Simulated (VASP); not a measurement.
Here is a VASP 6.6.1 calculation.

Contents of INCAR:

```
SYSTEM = CdSe
ALGO     = Normal         ! electronic algorithm
EDIFF    = 1E-6           ! SCF threshold, eV
ENCUT    = 520            ! plane-wave cutoff, eV
GGA      = PE             ! functional
ISIF     = 2              ! what is computed and relaxed
ISMEAR   = 0              ! smearing method
LASPH    = .True.         ! aspherical terms in the spheres
LCHARG   = .False.        ! write CHGCAR
LREAL    = .False.        ! projectors in reciprocal space
LWAVE    = .False.        ! write WAVECAR
NBANDS   = 26             ! bands
NELM     = 60             ! most SCF steps
PREC     = Accurate       ! precision mode
SIGMA    = 0.016          ! smearing width, eV
```

Contents of KPOINTS:

```
k-points
0
Gamma
  7 7 4
  0 0 0
```

POSCAR

```
CdSe
1.0
    4.3000000000      0.0000000000      0.0000000000
   -2.1500000000      3.7239092363      0.0000000000
    0.0000000000      0.0000000000      7.0200000000
Cd Se
2 2
Direct
    0.6666666667      0.3333333333      0.5000000000
    0.3333333333      0.6666666667      0.0000000000
    0.6666666667      0.3333333333      0.8850000000
    0.3333333333      0.6666666667      0.3850000000
```

Potentials or basis: VASP PAW PBE potentials, release 64 (Cd, Se).

Launch:

```console
$ cat potpaw_PBE.64/Cd/POTCAR potpaw_PBE.64/Se/POTCAR > POTCAR
$ mpirun -np 1 vasp_std > vasp.out
```

Task: Predict the band gap on the k mesh.

Result: 0.70 eV, direct.

Task: Predict the pressure.

Result: 3.3 GPa.

Task: Predict the largest force.

Result: 0.291 eV/Å.

Forces on the atoms (eV/Å):
```
Cd   0.000  0.000  0.291
Cd   0.000  0.000  0.291
Se   0.000  0.000 -0.291
Se   0.000  0.000 -0.291
```

Expect the measured gap to be larger: semilocal functionals such as PBE lack the derivative discontinuity.
